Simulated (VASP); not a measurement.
# Al4Co in VASP: notebook, part 2 of 2

VASP 6.6.1.

### Step 3. Single point, PBE, collinear spin, ferromagnetic start

This run uses another cell than the first one, of 17.18 Å³/atom, 0.995 times its volume.

The input, INCAR:

```
SYSTEM = Al4Co
PREC = Accurate ; ENCUT = 520
EDIFF = 1E-6 ; ISMEAR = 0
SIGMA = 0.2 ; LREAL = .False.
LASPH = .True. ; NELM = 150
ALGO = Fast ; ISIF = 2
LWAVE = .False. ; LCHARG = .False.
ISPIN = 2 ; MAGMOM = 0 0 0 0 3
LORBIT = 11 ; LMAXMIX = 4
GGA = PE ; NBANDS = 22
```

The input, KPOINTS:

```
Automatic mesh
0
Gamma
  4 4 4
  0 0 0
```

The input, POSCAR:

```
Al4Co
1.0
   -2.7797764280      2.7797764280      2.7797764280
    2.7797764280     -2.7797764280      2.7797764280
    2.7797764280      2.7797764280     -2.7797764280
Al Co
4 1
Direct
    0.5000000000      0.5000000000      0.5000000000
    0.5000000000      0.0000000000      0.0000000000
    0.0000000000      0.0000000000      0.5000000000
    0.0000000000      0.5000000000      0.0000000000
    0.0000000000      0.0000000000      0.0000000000
```

Potentials or basis: VASP PAW PBE potentials, release 64 (Al, Co).

Command:

```bash
$ cat potpaw_PBE.64/Al/POTCAR potpaw_PBE.64/Co/POTCAR > POTCAR
$ mpirun -np 1 vasp_std > vasp.out
```

OUTCAR:

```text
SYSTEM = Al4Co
   PREC = Accurate
   ENCUT = 520
   EDIFF = 1E-6
   ISMEAR = 0
   LREAL = .False.
   LASPH = .True.
   NELM = 150
   ISIF = 2
   ISPIN = 2
   LORBIT = 11
   GGA = PE

 ion  position               nearest neighbor table
   1  0.500  0.500  0.500-   5 2.41   5 2.41   4 2.78   2 2.78   2 2.78   4 2.78   3 2.78   3 2.78

   2  0.500  0.000  0.000-   5 2.41   5 2.41   4 2.78   1 2.78   1 2.78   3 2.78   3 2.78   4 2.78

   3  0.000  0.000  0.500-   5 2.41   5 2.41   4 2.78   1 2.78   2 2.78   4 2.78   2 2.78   1 2.78

   4  0.000  0.500  0.000-   5 2.41   5 2.41   3 2.78   1 2.78   2 2.78   3 2.78   1 2.78   2 2.78

   5  0.000  0.000  0.000-   1 2.41   2 2.41   3 2.41   4 2.41   3 2.41   4 2.41   2 2.41   1 2.41

  LATTYP: Found a body centered cubic cell.
 ALAT       =     5.5595528560

  Lattice vectors:

 A1 = (  -2.7797764280,   2.7797764280,   2.7797764280)
 A2 = (   2.7797764280,  -2.7797764280,   2.7797764280)
 A3 = (   2.7797764280,   2.7797764280,  -2.7797764280)

Analysis of symmetry for initial positions (statically):
=====================================================================
 Subroutine PRICEL returns:
 Original cell was already a primitive cell.

 Routine SETGRP: Setting up the symmetry group for a
 body centered cubic supercell.

 Subroutine GETGRP returns: Found 48 space group operations
[... 9 lines left out ...]

 Routine SETGRP: Setting up the symmetry group for a
 body centered cubic supercell.

 Subroutine GETGRP returns: Found 48 space group operations
 (whereof 48 operations were pure point group operations)
 out of a pool of 48 trial point group operations.

The dynamic configuration has the point symmetry O_h .

Analysis of structural, dynamic, and magnetic symmetry:
=====================================================================
 Subroutine PRICEL returns:
 Original cell was already a primitive cell.

[... 145 lines left out ...]
 E-fermi :   6.7600     XC(G=0): -10.0594

 val. band max:        6.7244286998   @ k =   0.2500   0.2500   0.0000
 cond. band min:       6.7688180043   @ k =   0.5000   0.5000   0.2500
 fundamental gap:      0.0443893044
 Fermi energy:         6.7600106653

 spin component 1

 k-point     1 :       0.0000    0.0000    0.0000
  band No.  band energies     occupation
      1      -3.1348      1.00000
      2       3.4213      1.00000
      3       3.4213      1.00000
      4       3.4213      1.00000
      5       4.6900      1.00000
      6       4.6900      1.00000
[... 189 lines left out ...]
     21      16.5191      0.00000
     22      16.5191      0.00000
 Fermi energy:         6.7600106653

 spin component 2

 k-point     1 :       0.0000    0.0000    0.0000
  band No.  band energies     occupation
      1      -3.0637      1.00000
      2       3.5989      1.00000
      3       3.5989      1.00000
      4       3.5989      1.00000
      5       4.9957      1.00000
      6       4.9957      1.00000
[... 189 lines left out ...]
     21      16.5709      0.00000
     22      16.5709      0.00000

------------------------ aborting loop because EDIFF is reached ----------------------------------------

  FORCE on cell =-STRESS in cart. coord.  units (eV):
  Direction    XX          YY          ZZ          XY          YZ          ZX
  --------------------------------------------------------------------------------------
  -------------------------------------------------------------------------------------
  Total        0.2712985      0.2712985      0.2712985      0.0000000      0.0000000     -0.0000000
  in kB        5.0590422      5.0590422      5.0590422      0.0000000      0.0000000     -0.0000000
  external PRESSURE =       5.0590422 kB  Pullay stress =       0.0000000 kB

 VOLUME and BASIS-vectors are now :
 -----------------------------------------------------------------------------
  energy-cutoff  :      520.00
  volume of cell :       85.92
      direct lattice vectors                 reciprocal lattice vectors
    -2.779776428  2.779776428  2.779776428     0.000000000  0.179870581  0.179870581
     2.779776428 -2.779776428  2.779776428     0.179870581  0.000000000  0.179870581
     2.779776428  2.779776428 -2.779776428     0.179870581  0.179870581  0.000000000

 POSITION                                       TOTAL-FORCE (eV/Angst)
 -----------------------------------------------------------------------------------
      1.38989      1.38989      1.38989         0.000000     -0.000000      0.000000
     -1.38989      1.38989      1.38989         0.000000      0.000000     -0.000000
      1.38989      1.38989     -1.38989        -0.000000      0.000000      0.000000
      1.38989     -1.38989      1.38989        -0.000000     -0.000000     -0.000000
      0.00000      0.00000      0.00000         0.000000     -0.000000     -0.000000
 -----------------------------------------------------------------------------------
    total drift:                               -0.000000     -0.000000     -0.000000

  FREE ENERGIE OF THE ION-ELECTRON SYSTEM (eV)
  ---------------------------------------------------
  free  energy   TOTEN  =       -22.6074796972 eV

  energy  without entropy=      -22.5103277794  energy(sigma->0) =      -22.55890374

 total charge

# of ion       s       p       d       tot
------------------------------------------
    1        0.437   0.364   0.000   0.801
    2        0.437   0.364   0.000   0.801
    3        0.437   0.364   0.000   0.801
    4        0.437   0.364   0.000   0.801
    5        0.485   0.557   7.516   8.557
--------------------------------------------------
tot          2.232   2.013   7.516  11.760

 magnetization (x)

# of ion       s       p       d       tot
------------------------------------------
    1        0.002   0.009   0.000   0.011
    2        0.002   0.009   0.000   0.011
    3        0.002   0.009   0.000   0.011
    4        0.002   0.009   0.000   0.011
    5        0.010   0.003   0.350   0.362
--------------------------------------------------
tot          0.018   0.039   0.350   0.406
```

OSZICAR:

```text
N       E                     dE             d eps       ncg     rms          rms(c)
DAV:   1     0.648033719189E+02    0.64803E+02   -0.77531E+03   704   0.820E+02
DAV:   2    -0.193634413138E+02   -0.84167E+02   -0.76291E+02   752   0.164E+02
DAV:   3    -0.235165201024E+02   -0.41531E+01   -0.40806E+01   866   0.409E+01
DAV:   4    -0.235980383399E+02   -0.81518E-01   -0.81420E-01   896   0.542E+00
DAV:   5    -0.236014620528E+02   -0.34237E-02   -0.34235E-02   906   0.117E+00    0.143E+01
RMM:   6    -0.323767164737E+02   -0.87753E+01   -0.33021E+01   800   0.487E+01    0.273E+01
RMM:   7    -0.230025525615E+02    0.93742E+01   -0.10129E+01   706   0.290E+01    0.519E+00
RMM:   8    -0.226495054693E+02    0.35305E+00   -0.10099E+00   711   0.546E+00    0.202E+00
RMM:   9    -0.226042535425E+02    0.45252E-01   -0.27498E-01   743   0.433E+00    0.792E-01
RMM:  10    -0.226091663138E+02   -0.49128E-02   -0.51010E-02   798   0.120E+00    0.663E-01
RMM:  11    -0.226072997724E+02    0.18665E-02   -0.91454E-03   802   0.805E-01    0.268E-01
RMM:  12    -0.226077181882E+02   -0.41842E-03   -0.23241E-03   853   0.253E-01    0.203E-01
RMM:  13    -0.226074649375E+02    0.25325E-03   -0.52530E-04   801   0.126E-01    0.602E-02
RMM:  14    -0.226074872392E+02   -0.22302E-04   -0.16491E-04   883   0.673E-02    0.468E-02
RMM:  15    -0.226074765634E+02    0.10676E-04   -0.38862E-05   869   0.407E-02    0.159E-02
RMM:  16    -0.226074789710E+02   -0.24076E-05   -0.13749E-05   821   0.217E-02    0.732E-03
RMM:  17    -0.226074796972E+02   -0.72615E-06   -0.36713E-06   632   0.106E-02
   1 F= -.22607480E+02 E0= -.22558904E+02  d E =-.971519E-01  mag=     0.6050
```

stdout:

```text
POSCAR found type information on POSCAR AlCo
 POSCAR found :  2 types and       5 ions
 scaLAPACK will be used
 LDA part: xc-table for (Slater+PW92), standard interpolation
 POSCAR, INCAR and KPOINTS ok, starting setup
 FFT: planning ... GRIDC
 FFT: planning ... GRID_SOFT
 FFT: planning ... GRID
 WAVECAR not read
 entering main loop
```

Wall time 24 s (1 thread of Intel Xeon Platinum 8488C (Sapphire Rapids), shared host); peak memory 0.24 GiB.

What came out:

| Item | Value |
| --- | --- |
| Free energy | -22.6075 eV |
| Pressure | 0.5 GPa |
| Net moment | 0.61 μB per cell |
| Site moments | Al +0.01; Co +0.36 μB |
| Valence electrons inside the program's atomic spheres | Al 0.80; Co 8.56 |

Caveat: the k points lie up to 0.40 Å⁻¹ apart.

### Step 4. Single point, PBE, collinear spin, ferromagnetic start

This run uses another cell than the first one, of 17.18 Å³/atom, 0.995 times its volume.

The input, INCAR:

```
PREC = Accurate ; ENCUT = 520
EDIFF = 1E-6 ; ISMEAR = 0
SIGMA = 0.2 ; LREAL = F
LASPH = T ; NELM = 150
ALGO = Normal ; ISIF = 2
LWAVE = F ; LCHARG = T
ISPIN = 2 ; MAGMOM = 0 0 0 0 3
LORBIT = 11 ; LMAXMIX = 4
GGA = PE ; LELF = T
LVHAR = T ; NBANDS = 22
```

The input, KPOINTS:

```
regular mesh
0
Gamma
  4 4 4
```

The input, POSCAR:

```
Al4Co
1.0
   -2.7797721095      2.7797721095      2.7797721095
    2.7797721095     -2.7797721095      2.7797721095
    2.7797721095      2.7797721095     -2.7797721095
Al Co
4 1
Direct
    0.0000000000      0.5000000000      0.0000000000
    0.5000000000      0.0000000000      0.0000000000
    0.0000000000      0.0000000000      0.5000000000
    0.5000000000      0.5000000000      0.5000000000
    0.0000000000      0.0000000000      0.0000000000
```

Command:

```bash
$ cat potpaw_PBE.64/Al/POTCAR potpaw_PBE.64/Co/POTCAR > POTCAR
$ mpirun -np 1 vasp_std > vasp.out
```

Run time: 25 s. Hardware: 1 thread of Intel Xeon Platinum 8488C (Sapphire Rapids), shared host; peak memory 0.24 GiB.

Results (log left out):

```
Free energy                                           : -22.6075 eV
Pressure                                              : 0.5 GPa
Net moment                                            : 0.61 μB per cell
Site moments                                          : Al +0.01; Co +0.36 μB
Valence electrons inside the program's atomic spheres : Al 0.80; Co 8.56
```

Levels at points of the mesh, in eV from the Fermi level:
Spin up:
```csv
k point,band 7,band 8,band 9,band 10,band 11,band 12,band 13,band 14,band 15,band 16
"(0.00, 0.00, 0.00)",-1.61,-1.61,-1.61,-0.73,-0.73,-0.73,1.19,1.36,1.36,1.36
"(0.50, 0.00, 0.00)",-2.35,-2.31,-2.17,-0.48,-0.33,0.82,2.27,2.57,3.65,4.49
"(0.50, 0.50, 0.50)",-2.49,-2.49,-2.49,-0.75,-0.75,3.58,3.58,3.58,4.65,4.65
```
Spin down:
```
           k point  band 6  band 7  band 8  band 9  band 10  band 11  band 12  band 13  band 14  band 15
(0.00, 0.00, 0.00)   -1.76   -1.59   -1.59   -1.59    -0.59    -0.59    -0.59     1.32     1.58     1.58
(0.50, 0.00, 0.00)   -2.29   -2.11   -2.04   -1.87    -0.18    -0.04     0.91     2.46     2.67     3.80
(0.50, 0.50, 0.50)   -4.46   -2.24   -2.24   -2.24    -0.38    -0.38     3.73     3.73     3.73     4.76
```

Caveat: the k points lie up to 0.40 Å⁻¹ apart.
